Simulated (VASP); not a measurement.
# C (Cmme) in VASP: a series of runs

Runs on C. Level: r2SCAN. Tasks: single point.

Program: VASP 6.6.1. These are calculated values, not measurements. Logs are shortened: lines on timing, memory, paths and dates and some standing lists are left out, and cuts for length are marked.

**1. The cell of the first run**

The typed cell holds 8 atoms: a = 2.432 Å, b = 4.210 Å, c = 7.158 Å, α = 90.00°, β = 90.00°, γ = 90.00°.

**2. Single point, r2SCAN (biaxial strain in the a-b plane: -1.0 %)**

The input, POSCAR:

```
C
1.0
    2.4316858731      0.0000000000      0.0000000000
    0.0000000000      4.2103931521      0.0000000000
    0.0000000000      0.0000000000      7.1582440287
C
8
Direct
    0.5000000000      0.4166750136      0.7499221622
    0.5000000000      0.9166750136      0.2500778378
    0.5000000000      0.5833249864      0.2500778378
    0.5000000000      0.0833249864      0.7499221622
    0.0000000000      0.9166750136      0.7499221622
    0.0000000000      0.4166750136      0.2500778378
    0.0000000000      0.0833249864      0.2500778378
    0.0000000000      0.5833249864      0.7499221622
```

The input, INCAR.step1:

```
SYSTEM = C
PREC     = Accurate       ! precision mode
ENCUT    = 520            ! plane-wave cutoff, eV
ISMEAR   = 0              ! smearing method
SIGMA    = 0.1            ! smearing width, eV
LREAL    = .FALSE.        ! projectors in reciprocal space
LASPH    = .TRUE.         ! aspherical terms in the spheres
NELM     = 100            ! most SCF steps
NBANDS   = 26             ! bands
GGA      = PE             ! functional
ALGO     = Normal         ! electronic algorithm
EDIFF    = 1E-4           ! SCF threshold, eV
LWAVE    = .TRUE.         ! write WAVECAR
LCHARG   = .FALSE.        ! write CHGCAR
```

The input, INCAR.step2:

```
SYSTEM = C
PREC     = Accurate       ! precision mode
ENCUT    = 520            ! plane-wave cutoff, eV
EDIFF    = 1E-6           ! SCF threshold, eV
ISMEAR   = 0              ! smearing method
SIGMA    = 0.1            ! smearing width, eV
LREAL    = .FALSE.        ! projectors in reciprocal space
LASPH    = .TRUE.         ! aspherical terms in the spheres
NELM     = 100            ! most SCF steps
ALGO     = Normal         ! electronic algorithm
ISIF     = 2              ! what is computed and relaxed
LWAVE    = .FALSE.        ! write WAVECAR
LCHARG   = .FALSE.        ! write CHGCAR
METAGGA  = R2SCAN         ! meta-GGA
LMIXTAU  = .TRUE.       
NBANDS   = 26             ! bands
ISTART   = 1
```

The input, KPOINTS:

```
Automatic mesh
0
G
  14 8 6
  0 0 0
```

Potentials or basis: VASP PAW PBE potentials, release 64 (C).

Started as:

```sh
$ cat potpaw_PBE.64/C/POTCAR > POTCAR
$ cp INCAR.step1 INCAR
$ mpirun -np 1 vasp_std > vasp.out
$ cp INCAR.step2 INCAR
$ mpirun -np 1 vasp_std > vasp.out
```

OUTCAR:

```text
SYSTEM = C
   PREC = Accurate
   ENCUT = 520
   EDIFF = 1E-6
   ISMEAR = 0
   LREAL = .FALSE.
   LASPH = .TRUE.
   NELM = 100
   ISIF = 2
   METAGGA = R2SCAN
   ISTART = 1

 ion  position               nearest neighbor table
   1  0.500  0.417  0.750-   4 1.40   8 1.40   8 1.40
   2  0.500  0.917  0.250-   3 1.40   7 1.40   7 1.40
   3  0.500  0.583  0.250-   2 1.40   6 1.40   6 1.40
   4  0.500  0.083  0.750-   1 1.40   5 1.40   5 1.40
   5  0.000  0.917  0.750-   8 1.40   4 1.40   4 1.40
   6  0.000  0.417  0.250-   7 1.40   3 1.40   3 1.40
   7  0.000  0.083  0.250-   6 1.40   2 1.40   2 1.40
   8  0.000  0.583  0.750-   5 1.40   1 1.40   1 1.40

  LATTYP: Found a simple orthorhombic cell.
 ALAT       =     2.4316858731
 B/A-ratio  =     1.7314708280
 C/A-ratio  =     2.9437371446

  Lattice vectors:

 A1 = (   2.4316858731,   0.0000000000,   0.0000000000)
 A2 = (   0.0000000000,   4.2103931521,   0.0000000000)
 A3 = (   0.0000000000,   0.0000000000,   7.1582440287)

Analysis of symmetry for initial positions (statically):
=====================================================================
 Subroutine PRICEL returns following result:

  LATTYP: Found a base centered orthorhombic cell.
 ALAT       =     2.4316858731
 B/A-ratio  =     1.7314708280
 C/A-ratio  =     2.9437371446

  Lattice vectors:

 A1 = (   1.2158429366,  -2.1051965760,   0.0000000000)
 A2 = (   1.2158429366,   2.1051965761,   0.0000000000)
 A3 = (   0.0000000000,   0.0000000000,   7.1582440287)

   2 primitive cells build up your supercell.

 Routine SETGRP: Setting up the symmetry group for a
 simple orthorhombic supercell.

 Subroutine GETGRP returns: Found  8 space group operations
 (whereof  4 operations were pure point group operations)
 out of a pool of  8 trial point group operations.

The static configuration has the point symmetry C_2h.
 The point group associated with its full space group is D_2h.

Analysis of symmetry for dynamics (positions and initial velocities):
=====================================================================
 Subroutine PRICEL returns following result:

  LATTYP: Found a base centered orthorhombic cell.
 ALAT       =     2.4316858731
 B/A-ratio  =     1.7314708280
 C/A-ratio  =     2.9437371446

[... 115 lines left out ...]
   LNONCOLLINEAR =      F non collinear calculations
   LSORBIT =      F    spin-orbit coupling
   LASPH  =      T    aspherical Exc in radial PAW
   ENCUT  =  520.0 eV  38.22 Ry    6.18 a.u.   4.52  7.83 13.31*2*pi/ulx,y,z
   NELM   =    100;   NELMIN=  2; NELMDL=  0     # of ELM steps
   EDIFF  = 0.1E-05   stopping-criterion for ELM
   LREAL  =      F    real-space projection
   EDIFFG = 0.1E-04   stopping-criterion for IOM
   NSW    =      0    number of steps for IOM
   IBRION =     -1    ionic relax: 0-MD 1-quasi-New 2-CG
   NFREE  =      0    steps in history (QN), initial steepest desc. (CG)
   ISIF   =      2    stress and relaxation
   ISYM   =      2    0-nonsym 1-usesym 2-fastsym
   POTIM  = 0.5000    time-step for ionic-motion
   TEBEG  =    0.0;   TEEND  =   0.0 temperature during run
   PSTRESS=    0.0 pullay stress
   NELECT =      32.0000    total number of electrons
   NUPDOWN=      -1.0000    fix difference up-down
   EMIN   =  10.00;   EMAX   =-10.00  energy-range for DOS
   EFERMI =   0.00;   METHOD = LEGACY
   ISMEAR =     0;   SIGMA  =   0.10  broadening in eV -4-tet -1-fermi 0-gaus
   EFERMI_NEDOS =   21; number of points for ismear=-14 and -15
   IALGO  =     38    algorithm
   IMIX   =      4    mixing-type and parameters
     AMIX     =   0.40;   BMIX     =  1.00
     AMIX_MAG =   1.60;   BMIX_MAG =  1.00
  volume/ion in A,a.u.               =       9.16        61.82
  Fermi-wavevector in a.u.,A,eV,Ry     =   1.241974  2.346991 20.986990  1.542500
  Thomas-Fermi vector in A             =   2.376349
   LORBIT       =      0    0 simple, 1 ext, 2 COOP (PROOUT), +10 PAW based schemes
   METAGGA = R2SCAN    functional components
   LHFCALC =     F    Hartree Fock is set to
   AEXX    =    0.0000 exact exchange contribution
   IVDW    =     0    specifies the selected vdW correction
   LEPSILON=     F    determine dielectric tensor
   LRPA    =     F    only Hartree local field effects (RPA)
 non-spin polarized calculation
 Gauss-broadening in eV      SIGMA  =   0.10
  energy-cutoff  :      520.00
  volume of cell :       73.29
 maximum number of plane-waves:      2002
   NGX =  9   NGY = 15   NGZ = 27

 number of electron      32.0000007 magnetization

 Free energy of the ion-electron system (eV)
  ---------------------------------------------------
  ext. energy  EPLUGINS =         0.00000000
  ---------------------------------------------------
  free energy    TOTEN  =       -79.42585501 eV

  energy without entropy =      -79.42516849  energy(sigma->0) =      -79.42551175

 E-fermi :   4.2267     XC(G=0): -10.7439

 val. band max:        4.1590691184   @ k =   0.3571   0.0000   0.0000
 cond. band min:       4.2593269748   @ k =   0.3571   0.0000   0.0000
 fundamental gap:      0.1002578564
 Fermi energy:         4.2266936820

 k-point     1 :       0.0000    0.0000    0.0000
  band No.  band energies     occupation
      1     -16.8679      2.00000
      2     -16.6948      2.00000
      3     -11.1683      2.00000
      4     -11.0413      2.00000
      5     -10.0190      2.00000
      6      -9.9203      2.00000
[... 685 lines left out ...]
     25      14.5053      0.00000
     26      14.5053      0.00000

 [... further k-points ...]
[... 5 lines left out ...]
  --------------------------------------------------------------------------------------
  -------------------------------------------------------------------------------------
  Total        6.3461140      6.1830429     -0.0946939      0.0000000      0.0000000      0.0000000
  in kB      138.7336552    135.1687261     -2.0701221      0.0000000      0.0000000      0.0000000
  external PRESSURE =      90.6107531 kB  Pullay stress =       0.0000000 kB

 VOLUME and BASIS-vectors are now :
 -----------------------------------------------------------------------------
  energy-cutoff  :      520.00
  volume of cell :       73.29
      direct lattice vectors                 reciprocal lattice vectors
     2.431685873  0.000000000  0.000000000     0.411237328  0.000000000  0.000000000
     0.000000000  4.210393152  0.000000000     0.000000000  0.237507512  0.000000000
     0.000000000  0.000000000  7.158244029     0.000000000  0.000000000  0.139699065

 POSITION                                       TOTAL-FORCE (eV/Angst)
 -----------------------------------------------------------------------------------
      1.21584      1.75437      5.36813        -0.000000     -0.021496      0.000191
      1.21584      3.85956      1.79012         0.000000     -0.021496     -0.000191
      1.21584      2.45603      1.79012        -0.000000      0.021496     -0.000191
      1.21584      0.35083      5.36813        -0.000000      0.021496      0.000191
      0.00000      3.85956      5.36813         0.000000     -0.021496      0.000191
      0.00000      1.75437      1.79012         0.000000     -0.021496     -0.000191
      0.00000      0.35083      1.79012         0.000000      0.021496     -0.000191
      0.00000      2.45603      5.36813         0.000000      0.021496      0.000191
 -----------------------------------------------------------------------------------
    total drift:                                0.000000     -0.000000      0.000000

  FREE ENERGIE OF THE ION-ELECTRON SYSTEM (eV)
  ---------------------------------------------------
  free  energy   TOTEN  =       -79.4258550117 eV

  energy  without entropy=      -79.4251684893  energy(sigma->0) =      -79.42551175
```

OUTCAR.step1:

```text
SYSTEM = C
   PREC = Accurate
   ENCUT = 520
   ISMEAR = 0
   LREAL = .FALSE.
   LASPH = .TRUE.
[... 960 lines left out ...]
      0.00000      1.75437      1.79012        -0.000000     -0.016435     -0.000213
      0.00000      0.35083      1.79012        -0.000000      0.016435     -0.000213
      0.00000      2.45603      5.36813        -0.000000      0.016435      0.000213
 -----------------------------------------------------------------------------------
    total drift:                                0.000000     -0.000000      0.000000

  FREE ENERGIE OF THE ION-ELECTRON SYSTEM (eV)
  ---------------------------------------------------
  free  energy   TOTEN  =       -73.6310394891 eV

  energy  without entropy=      -73.6302849985  energy(sigma->0) =      -73.63066224
```

It took 13 min on 1 thread of AMD EPYC 9R45 (Zen 5), shared host; peak memory 0.28 GiB.

What came out:

| Property | Result |
| --- | --- |
| Free energy | -79.4259 eV |
| Pressure | 9.1 GPa |
| Largest force | 0.021 eV/Å |
| Band gap on the k mesh | 0.10 eV |

Forces on the atoms (eV/Å):
```
C    0.000 -0.021  0.000
C    0.000 -0.021  0.000
C    0.000  0.021  0.000
C    0.000  0.021  0.000
C    0.000 -0.021  0.000
C    0.000 -0.021  0.000
C    0.000  0.021  0.000
C    0.000  0.021  0.000
```

Stress tensor (GPa, compression positive):
```
13.87  0.00  0.00
 0.00 13.52  0.00
 0.00  0.00 -0.21
```

Levels at points of the mesh, in eV from the valence-band top:
```
           k point  band 12  band 13  band 14  band 15  band 16  band 17  band 18  band 19  band 20  band 21
(0.00, 0.00, 0.00)    -3.04    -3.04    -3.03    -2.91    -1.90     1.38     2.62     3.93     8.11     8.37
(0.50, 0.00, 0.00)    -9.48    -3.35    -3.35    -2.33    -2.33     2.88     2.88     3.72     3.72     9.75
(0.00, 0.50, 0.00)    -5.60    -5.28    -5.28    -5.25    -5.25     5.89     5.89     7.95     7.95     8.47
(0.50, 0.50, 0.00)    -6.76    -2.48    -2.48    -2.48    -2.48     2.08     2.08     2.08     2.08     8.25
(0.00, 0.00, 0.50)    -3.04    -3.04    -3.04    -2.43    -2.43     1.94     1.95     6.21     6.21     8.24
(0.50, 0.00, 0.50)    -9.51    -2.87    -2.87    -2.86    -2.86     3.28     3.28     3.28     3.28    10.82
(0.00, 0.50, 0.50)    -6.32    -5.26    -5.26    -5.26    -5.26     7.83     7.83     7.83     7.83     8.35
(0.50, 0.50, 0.50)    -6.76    -2.44    -2.44    -2.44    -2.44     1.95     1.95     1.95     1.95     8.25
```

Caveat: the cell differs from its parent crystal (biaxial strain in the a-b plane: -1.0 %); the PAW data sets were made with another functional, which shifts forces and pressure a little. A k mesh can miss the band edges.

**3. Single point, r2SCAN**

This run uses another cell than the first one, of 9.29 Å³/atom, 1.014 times its volume.

Edit POSCAR of step 2 so:

```diff
@@ -2,5 +2,5 @@
 1.0
-    2.4316858731      0.0000000000      0.0000000000
-    0.0000000000      4.2103931521      0.0000000000
-    0.0000000000      0.0000000000      7.1582440287
+    2.4562483566      0.0000000000      0.0000000000
+    0.0000000000      4.2529223759      0.0000000000
+    0.0000000000      0.0000000000      7.1155507243
 C
```

The input, INCAR.step1:

```
SYSTEM = C
  PREC = Accurate
  ENCUT = 520
  ISMEAR = 0
  SIGMA = 0.1
  LREAL = .False.
  LASPH = .True.
  NELM = 80
  NBANDS = 26
  GGA = PE
  ALGO = Normal
  EDIFF = 1E-4
  LWAVE = .True.
  LCHARG = .False.
```

The input, INCAR.step2:

```
SYSTEM = C
  PREC = Accurate
  ENCUT = 520
  EDIFF = 1E-7
  ISMEAR = 0
  SIGMA = 0.1
  LREAL = .False.
  LASPH = .True.
  NELM = 80
  ALGO = Normal
  ISIF = 2
  LWAVE = .False.
  LCHARG = .True.
  METAGGA = R2SCAN
  LMIXTAU = .True.
  LELF = .True.
  LVHAR = .True.
  NBANDS = 26
  ISTART = 1
```

The input, KPOINTS:

```
regular mesh
0
Gamma
  14 8 6
  0 0 0
```

Potentials or basis: VASP PAW PBE potentials, release 64 (C).

Started as:

```sh
$ cat potpaw_PBE.64/C/POTCAR > POTCAR
$ cp INCAR.step1 INCAR
$ mpirun -np 1 vasp_std > vasp.out
$ cp INCAR.step2 INCAR
$ mpirun -np 1 vasp_std > vasp.out
```

Wall time 15 min (1 thread of AMD EPYC 9R45 (Zen 5), shared host); peak memory 0.28 GiB.

It converged, with:

- Free energy: -79.4945 eV
- Pressure: 0.7 GPa
- Largest force: 0.019 eV/Å

Forces in eV/Å, atoms in the order of the input:
```
C    0.000 -0.019  0.000
C    0.000 -0.019  0.000
C    0.000  0.019  0.000
C    0.000  0.019  0.000
C    0.000 -0.019  0.000
C    0.000 -0.019  0.000
C    0.000  0.019  0.000
C    0.000  0.019  0.000
```

Stress tensor (GPa, compression positive):
```
 1.17  0.00  0.00
 0.00  0.84  0.00
 0.00  0.00 -0.03
```

Levels at points of the mesh, in eV from the Fermi level:
| k point | band 12 | band 13 | band 14 | band 15 | band 16 | band 17 | band 18 | band 19 | band 20 | band 21 |
| --- | --- | --- | --- | --- | --- | --- | --- | --- | --- | --- |
| (0.00, 0.00, 0.00) | -3.12 | -3.12 | -3.11 | -2.94 | -1.88 | 1.28 | 2.55 | 4.03 | 7.73 | 7.99 |
| (0.50, 0.00, 0.00) | -9.38 | -3.36 | -3.36 | -2.29 | -2.29 | 2.71 | 2.71 | 3.60 | 3.60 | 9.70 |
| (0.00, 0.50, 0.00) | -5.46 | -5.29 | -5.29 | -5.27 | -5.27 | 5.94 | 5.94 | 7.67 | 7.67 | 8.19 |
| (0.50, 0.50, 0.00) | -6.73 | -2.50 | -2.50 | -2.50 | -2.50 | 2.01 | 2.01 | 2.01 | 2.01 | 7.87 |
| (0.00, 0.00, 0.50) | -3.12 | -3.12 | -3.12 | -2.44 | -2.44 | 1.86 | 1.86 | 6.35 | 6.36 | 7.86 |
| (0.50, 0.00, 0.50) | -9.41 | -2.85 | -2.85 | -2.85 | -2.85 | 3.13 | 3.13 | 3.13 | 3.13 | 10.74 |
| (0.00, 0.50, 0.50) | -6.22 | -5.28 | -5.28 | -5.28 | -5.28 | 7.75 | 7.75 | 7.75 | 7.75 | 8.16 |
| (0.50, 0.50, 0.50) | -6.73 | -2.45 | -2.45 | -2.45 | -2.45 | 1.86 | 1.86 | 1.86 | 1.86 | 7.87 |

Caveat: the PAW data sets were made with another functional, which shifts forces and pressure a little.
